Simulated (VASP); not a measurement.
# AlN (P6_3mc) in VASP: a series of runs

AlN is run at these levels: PBE; tasks: single point.

All numbers are computed with VASP 6.6.1; they aren't measurements. Logs are shortened: lines on timing, memory, paths and dates and some standing lists are left out, and cuts for length are marked.

## 1. The cell of the first run

It takes space group P6_3mc (No. 186, hexagonal). Conventional cell: a = 3.011 Å, b = 3.011 Å, c = 4.771 Å, α = 90.00°, β = 90.00°, γ = 120.00°. Al (site symmetry 3m) has 4 N at 1.82 to 1.84 Å within 2.4 Å. Within 2.4 Å of N (site symmetry 3m) lie 4 Al at 1.82 to 1.84 Å.

## 2. Single point, PBE (volume scaled by 0.88, then relaxed in part)

INCAR

```
SYSTEM = AlN
PREC = Accurate ; ENCUT = 520
EDIFF = 1E-6 ; ISMEAR = 0
SIGMA = 0.02 ; LREAL = .False.
LASPH = .True. ; NELM = 80
ALGO = Normal ; ISIF = 2
LWAVE = .False. ; LCHARG = .False.
GGA = PE ; NBANDS = 16
```

KPOINTS

```
Automatic mesh
0
Gamma
  9 9 6
  0 0 0
```

POSCAR

```
AlN
1.0
    3.0114174655      0.0000000000      0.0000000000
   -1.5057087327      2.6079640265      0.0000000000
    0.0000000000      0.0000000000      4.7711689197
Al N
2 2
Direct
    0.3333333333      0.6666666667     -0.0025619476
    0.6666666667      0.3333333333      0.4974380524
    0.3333333333      0.6666666667      0.3825619476
    0.6666666667      0.3333333333      0.8825619476
```

Potentials or basis: VASP PAW PBE potentials, release 64 (Al, N).

Command:

```sh
$ cat potpaw_PBE.64/Al/POTCAR potpaw_PBE.64/N/POTCAR > POTCAR
$ mpirun -np 1 vasp_std > vasp.out
```

OUTCAR:

```text
SYSTEM = AlN
   PREC = Accurate
   ENCUT = 520
   EDIFF = 1E-6
   ISMEAR = 0
   LREAL = .False.
   LASPH = .True.
   NELM = 80
   ISIF = 2
   GGA = PE

 ion  position               nearest neighbor table
   1  0.333  0.667  0.997-   4 1.82   4 1.82   4 1.82   3 1.84   2 2.95   2 2.95   2 2.95   2 2.95
                             2 2.95   2 2.95
   2  0.667  0.333  0.497-   3 1.82   3 1.82   3 1.82   4 1.84   1 2.95   1 2.95   1 2.95   1 2.95
                             1 2.95   1 2.95
   3  0.333  0.667  0.383-   2 1.82   2 1.82   2 1.82   1 1.84
   4  0.667  0.333  0.883-   1 1.82   1 1.82   1 1.82   2 1.84

  LATTYP: Found a hexagonal cell.
 ALAT       =     3.0114174655
 C/A-ratio  =     1.5843598486

  Lattice vectors:

 A1 = (   3.0114174655,   0.0000000000,   0.0000000000)
 A2 = (  -1.5057087327,   2.6079640265,   0.0000000000)
 A3 = (   0.0000000000,   0.0000000000,   4.7711689197)

Analysis of symmetry for initial positions (statically):
=====================================================================
 Subroutine PRICEL returns:
 Original cell was already a primitive cell.

 Routine SETGRP: Setting up the symmetry group for a
 hexagonal supercell.

 Subroutine GETGRP returns: Found 12 space group operations
 (whereof  6 operations were pure point group operations)
 out of a pool of 24 trial point group operations.

The static configuration has the point symmetry C_3v.
 The point group associated with its full space group is C_6v.

Analysis of symmetry for dynamics (positions and initial velocities):
=====================================================================
 Subroutine PRICEL returns:
 Original cell was already a primitive cell.

 Routine SETGRP: Setting up the symmetry group for a
 hexagonal supercell.

 Subroutine GETGRP returns: Found 12 space group operations
 (whereof  6 operations were pure point group operations)
 out of a pool of 24 trial point group operations.

The dynamic configuration has the point symmetry C_3v.
 The point group associated with its full space group is C_6v.

 Subroutine INISYM returns: Found 12 space group operations
 (whereof  6 operations are pure point group operations),
 and found     1 'primitive' translations

----------------------------------------------------------------------------------------

                                     Primitive cell

  volume of cell :      37.4712

  direct lattice vectors                    reciprocal lattice vectors
     3.011417466  0.000000000  0.000000000     0.332069536  0.191720436  0.000000000
    -1.505708733  2.607964026  0.000000000     0.000000000  0.383440872  0.000000000
     0.000000000  0.000000000  4.771168920     0.000000000  0.000000000  0.209592244

  length of vectors
     3.011417466  3.011417465  4.771168920     0.383440872  0.383440872  0.209592244

  position of ions in fractional coordinates (direct lattice)
     0.333333333  0.666666667  0.997438052
     0.666666667  0.333333333  0.497438052
     0.333333333  0.666666667  0.382561948
     0.666666667  0.333333333  0.882561948

  ion indices of the primitive-cell ions
   primitive index   ion index
                 1           1
                 2           2
                 3           3
                 4           4

----------------------------------------------------------------------------------------

 KPOINTS: Automatic mesh

Automatic generation of k-mesh.
 Grid dimensions read from file:
 generate k-points for:    9    9    6

 Generating k-lattice:

  Cartesian coordinates                     Fractional coordinates (reciprocal lattice)
     0.036896615  0.021302271  0.000000000     0.111111111  0.000000000  0.000000000
     0.000000000  0.042604541  0.000000000     0.000000000  0.111111111  0.000000000
     0.000000000  0.000000000  0.034932041     0.000000000  0.000000000  0.166666667

  Length of vectors
     0.042604541  0.042604541  0.034932041

  Shift w.r.t. Gamma in fractional coordinates (k-lattice)
     0.000000000  0.000000000  0.000000000

 Subroutine IBZKPT returns following result:
 ===========================================

 Found     48 irreducible k-points:

 Following reciprocal coordinates:
            Coordinates               Weight
  0.000000  0.000000  0.000000      1.000000
  0.111111  0.000000  0.000000      6.000000
  0.222222 -0.000000  0.000000      6.000000
  0.333333 -0.000000  0.000000      6.000000
  0.444444 -0.000000  0.000000      6.000000
  0.111111  0.111111  0.000000      6.000000
[... 16 lines left out ...]
  0.333333  0.222222  0.166667     24.000000
  0.333333  0.333333  0.166667      4.000000
 [... further k-points ...]
   k-points           NKPTS =     48   k-points in BZ     NKDIM =     48   number of bands    NBANDS=     16
   number of dos      NEDOS =    301   number of ions     NIONS =      4
   total plane-waves  NPLWV =  20736
   dimension x,y,z NGX =    24 NGY =   24 NGZ =   36
   dimension x,y,z NGXF=    48 NGYF=   48 NGZF=   72
   ions per type =               2   2
   NGX,Y,Z   is equivalent  to a cutoff of  13.25, 13.25, 12.54 a.u.
   NGXF,Y,Z  is equivalent  to a cutoff of  26.50, 26.50, 25.09 a.u.
 SYSTEM =  AlN
   PREC   = accura    normal or accurate (medium, high low for compatibility)
   ISTART =      0    job   : 0-new  1-cont  2-samecut
   ICHARG =      2    charge: 1-file 2-atom 10-const
   ISPIN  =      1    spin polarized calculation?
   LNONCOLLINEAR =      F non collinear calculations
   LSORBIT =      F    spin-orbit coupling
   LASPH  =      T    aspherical Exc in radial PAW
   ENCUT  =  520.0 eV  38.22 Ry    6.18 a.u.   5.60  5.60  8.87*2*pi/ulx,y,z
   NELM   =     80;   NELMIN=  2; NELMDL= -5     # of ELM steps
   EDIFF  = 0.1E-05   stopping-criterion for ELM
   LREAL  =      F    real-space projection
   EDIFFG = 0.1E-04   stopping-criterion for IOM
   NSW    =      0    number of steps for IOM
   IBRION =     -1    ionic relax: 0-MD 1-quasi-New 2-CG
   NFREE  =      0    steps in history (QN), initial steepest desc. (CG)
   ISIF   =      2    stress and relaxation
   ISYM   =      2    0-nonsym 1-usesym 2-fastsym
   POTIM  = 0.5000    time-step for ionic-motion
   TEBEG  =    0.0;   TEEND  =   0.0 temperature during run
   PSTRESS=    0.0 pullay stress
   NELECT =      16.0000    total number of electrons
   NUPDOWN=      -1.0000    fix difference up-down
   EMIN   =  10.00;   EMAX   =-10.00  energy-range for DOS
   EFERMI =   0.00;   METHOD = LEGACY
   ISMEAR =     0;   SIGMA  =   0.02  broadening in eV -4-tet -1-fermi 0-gaus
   EFERMI_NEDOS =   21; number of points for ismear=-14 and -15
   IALGO  =     38    algorithm
   IMIX   =      4    mixing-type and parameters
     AMIX     =   0.40;   BMIX     =  1.00
     AMIX_MAG =   1.60;   BMIX_MAG =  1.00
  volume/ion in A,a.u.               =       9.37        63.22
  Fermi-wavevector in a.u.,A,eV,Ry     =   1.232771  2.329599 20.677102  1.519724
  Thomas-Fermi vector in A             =   2.367528
   LORBIT       =      0    0 simple, 1 ext, 2 COOP (PROOUT), +10 PAW based schemes
   GGA     = PE    functional components
   LHFCALC =     F    Hartree Fock is set to
   AEXX    =    0.0000 exact exchange contribution
   IVDW    =     0    specifies the selected vdW correction
   LEPSILON=     F    determine dielectric tensor
   LRPA    =     F    only Hartree local field effects (RPA)
 non-spin polarized calculation
 Gauss-broadening in eV      SIGMA  =   0.02
  energy-cutoff  :      520.00
  volume of cell :       37.47
 maximum number of plane-waves:      1032
 NGX is ok and might be reduce to    24
   NGX = 11   NGY = 11   NGZ = 17

 number of electron      16.0000004 magnetization

 Free energy of the ion-electron system (eV)
  ---------------------------------------------------
  ext. energy  EPLUGINS =         0.00000000
  ---------------------------------------------------
  free energy    TOTEN  =       -29.33236226 eV

  energy without entropy =      -29.33236226  energy(sigma->0) =      -29.33236226

 E-fermi :   7.5165     XC(G=0): -11.3921

 val. band max:        7.3444826994   @ k =   0.0000   0.0000   0.0000
 cond. band min:      12.4185904465   @ k =   0.3333   0.3333   0.0000
 fundamental gap:      5.0741077471
 Fermi energy:         7.5164565500

 k-point     1 :       0.0000    0.0000    0.0000
  band No.  band energies     occupation
      1      -8.6237      2.00000
      2      -6.0715      2.00000
      3       0.7905      2.00000
      4       6.2635      2.00000
      5       6.2635      2.00000
      6       6.9691      2.00000
[... 8 lines left out ...]
     15      21.3825      0.00000
     16      21.6305      0.00000

 k-point     2 :       0.1111    0.0000    0.0000
  band No.  band energies     occupation
      1      -8.4477      2.00000
      2      -5.9734      2.00000
      3       0.9914      2.00000
      4       5.5290      2.00000
      5       6.0475      2.00000
      6       6.3107      2.00000
[... 8 lines left out ...]
     15      21.1160      0.00000
     16      21.2899      0.00000

 k-point     3 :       0.2222   -0.0000    0.0000
  band No.  band energies     occupation
      1      -7.9455      2.00000
      2      -5.7272      2.00000
      3       1.5754      2.00000
      4       3.9433      2.00000
      5       5.0213      2.00000
      6       5.6106      2.00000
[... 8 lines left out ...]
     15      20.6174      0.00000
     16      20.9337      0.00000

 k-point     4 :       0.3333   -0.0000    0.0000
  band No.  band energies     occupation
      1      -7.2122      2.00000
      2      -5.4948      2.00000
      3       2.3760      2.00000
      4       2.5100      2.00000
      5       3.7671      2.00000
      6       5.2083      2.00000
[... 8 lines left out ...]
     15      20.6280      0.00000
     16      22.6709      0.00000
[... 324 lines left out ...]
 k-point    22 :       0.2222    0.2222    0.1667
  band No.  band energies     occupation
      1      -6.7388      2.00000
      2      -5.5223      2.00000
      3       2.3142      2.00000
      4       2.5563      2.00000
      5       3.9724      2.00000
      6       4.4066      2.00000
[... 8 lines left out ...]
     15      20.6718      0.00000
     16      23.4104      0.00000

 k-point    23 :       0.3333    0.2222    0.1667
  band No.  band energies     occupation
      1      -6.1236      2.00000
      2      -5.5253      2.00000
      3       1.8274      2.00000
      4       2.6450      2.00000
      5       3.4799      2.00000
      6       4.6111      2.00000
[... 8 lines left out ...]
     15      20.9059      0.00000
     16      23.4205      0.00000

 k-point    24 :       0.3333    0.3333    0.1667
  band No.  band energies     occupation
      1      -5.7144      2.00000
      2      -5.7144      2.00000
      3       2.0360      2.00000
      4       2.8457      2.00000
      5       2.8457      2.00000
      6       4.2955      2.00000
[... 8 lines left out ...]
     15      20.9667      0.00000
     16      23.8143      0.00000

 [... further k-points ...]

------------------------ aborting loop because EDIFF is reached ----------------------------------------

  FORCE on cell =-STRESS in cart. coord.  units (eV):
  Direction    XX          YY          ZZ          XY          YZ          ZX
  --------------------------------------------------------------------------------------
  -------------------------------------------------------------------------------------
  Total        7.3208554      7.3208554      7.3071319      0.0000000      0.0000000     -0.0000000
  in kB      313.0221427    313.0221427    312.4353576      0.0000000      0.0000000     -0.0000000
  external PRESSURE =     312.8265477 kB  Pullay stress =       0.0000000 kB

 VOLUME and BASIS-vectors are now :
 -----------------------------------------------------------------------------
  energy-cutoff  :      520.00
  volume of cell :       37.47
      direct lattice vectors                 reciprocal lattice vectors
     3.011417466  0.000000000  0.000000000     0.332069536  0.191720436  0.000000000
    -1.505708733  2.607964026  0.000000000     0.000000000  0.383440872  0.000000000
     0.000000000  0.000000000  4.771168920     0.000000000  0.000000000  0.209592244

 POSITION                                       TOTAL-FORCE (eV/Angst)
 -----------------------------------------------------------------------------------
     -0.00000      1.73864      4.75895         0.000000     -0.000000      0.005624
      1.50571      0.86932      2.37336        -0.000000      0.000000      0.005624
     -0.00000      1.73864      1.82527         0.000000     -0.000000     -0.005624
      1.50571      0.86932      4.21085         0.000000      0.000000     -0.005624
 -----------------------------------------------------------------------------------
    total drift:                               -0.000000      0.000000      0.000493

  FREE ENERGIE OF THE ION-ELECTRON SYSTEM (eV)
  ---------------------------------------------------
  free  energy   TOTEN  =       -29.3323622640 eV

  energy  without entropy=      -29.3323622640  energy(sigma->0) =      -29.33236226
```

Run time: 25 s. Hardware: 1 thread of AMD EPYC 7R43 (Zen 3), shared host; peak memory 0.12 GiB.

What came out:

```
Free energy            : -29.3324 eV
Pressure               : 31.3 GPa
Largest force          : 0.006 eV/Å
Band gap on the k mesh : 5.07 eV, indirect (least direct gap 5.11 eV)
```

Forces on the atoms (eV/Å):
```
Al   0.000  0.000  0.006
Al   0.000  0.000  0.006
N    0.000  0.000 -0.006
N    0.000  0.000 -0.006
```

## 3. Single point, PBE (volume scaled by 0.91, then relaxed in part)

INCAR

```
PREC = Accurate ; ENCUT = 520
EDIFF = 1E-6 ; ISMEAR = 0
SIGMA = 0.02 ; LREAL = F
LASPH = T ; NELM = 80
ALGO = Normal ; ISIF = 2
LWAVE = F ; LCHARG = F
GGA = PE ; NBANDS = 16
```

KPOINTS

```
regular mesh
0
Gamma
  9 9 6
```

POSCAR

```
AlN
1.0
    3.0410096706      0.0000000000      0.0000000000
   -1.5205048353      2.6335916279      0.0000000000
    0.0000000000      0.0000000000      4.8382670995
Al N
2 2
Direct
    0.3333333333      0.6666666667     -0.0018184293
    0.6666666667      0.3333333333      0.4981815707
    0.3333333333      0.6666666667      0.3818184293
    0.6666666667      0.3333333333      0.8818184293
```

Potentials or basis: VASP PAW PBE potentials, release 64 (Al, N).

Command:

```sh
$ cat potpaw_PBE.64/Al/POTCAR potpaw_PBE.64/N/POTCAR > POTCAR
$ mpirun -np 1 vasp_std > vasp.out
```

Wall time 30 s (1 thread of AMD EPYC 7R43 (Zen 3), shared host); peak memory 0.12 GiB.

The run converged. Its results:

```yaml
Free_energy: -29.5428 eV
Pressure: 21.6 GPa
Largest_force: 0.009 eV/Å
Band_gap_on_the_k_mesh: 4.84 eV, direct
```

Forces in eV/Å, atoms in the order of the input:
```
Al   0.000  0.000 -0.009
Al   0.000  0.000 -0.009
N    0.000  0.000  0.009
N    0.000  0.000  0.009
```

Stress tensor (GPa, compression positive):
```
21.53  0.00  0.00
 0.00 21.53  0.00
 0.00  0.00 21.70
```

Levels at points of the mesh, in eV from the valence-band top:
```tsv
k point	band 6	band 7	band 8	band 9	band 10	band 11
(0.00, 0.00, 0.00)	-0.31	-0.31	0.00	4.84	7.22	11.24
(0.00, 0.00, 0.50)	-0.66	-0.66	-0.66	7.06	7.06	10.93
```

(Part 1 of 2 ends here.)
